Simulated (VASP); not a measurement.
Write the native input for VASP 6.6.1 that does the following.

| Quantity | Value |
| --- | --- |
| Task | single point |
| Functional | LDA |
| Potentials or basis | VASP PAW LDA potentials, release 64 (P, Ir) |
| Cutoff | 520 eV |
| k mesh | 11 × 11 × 11 |
| Occupations | fermi-dirac, width 0.05 eV |
| Spin | no spin polarisation |
| Dipole correction | no |
| Further INCAR settings | ALGO = Normal; EDIFF = 1e-06; NBANDS = 18 |

The structure of PIr2 lies in POSCAR:

```
PIr2
1.0
    0.0000000000      2.7675000000      2.7951750000
    2.7675000000      0.0000000000      2.7951750000
    2.7675000000      2.7675000000      0.0000000000
P Ir
1 2
Direct
    0.0000000000      0.0000000000      0.0000000000
    0.2500000000      0.2500000000      0.2500000000
    0.7500000000      0.7500000000      0.7500000000
```

This cell differs from its parent crystal: zz strain of +1 %.

The input as run:

INCAR

```
SYSTEM = PIr2
  ALGO = Normal
  EDIFF = 1E-6
  ENCUT = 520
  ISIF = 2
  ISMEAR = -1
  LASPH = .True.
  LCHARG = .True.
  LELF = .True.
  LREAL = .False.
  LVHAR = .True.
  LWAVE = .False.
  NBANDS = 18
  NELM = 60
  PREC = Accurate
  SIGMA = 0.05
```

KPOINTS

```
k-points
0
Gamma
  11 11 11
  0 0 0
```

Potentials or basis: VASP PAW LDA potentials, release 64 (P, Ir).

Launch:

```console
$ cat potpaw_LDA.64/P/POTCAR potpaw_LDA.64/Ir/POTCAR > POTCAR
$ mpirun -np 1 vasp_std > vasp.out
```

It gave:

The pressure is -5.8 GPa and the band gap on the k mesh is zero (an odd number of electrons rules out a gap without spin polarisation).

Caveat: the cell differs from its parent crystal (zz strain of +1 %); the cell stands under tension; spin-orbit coupling is left out, which moves the levels of the heavy elements.

Wall time 2.7 min on 1 thread of Intel Xeon 8259CL, on a shared host, peak memory 0.22 GiB.
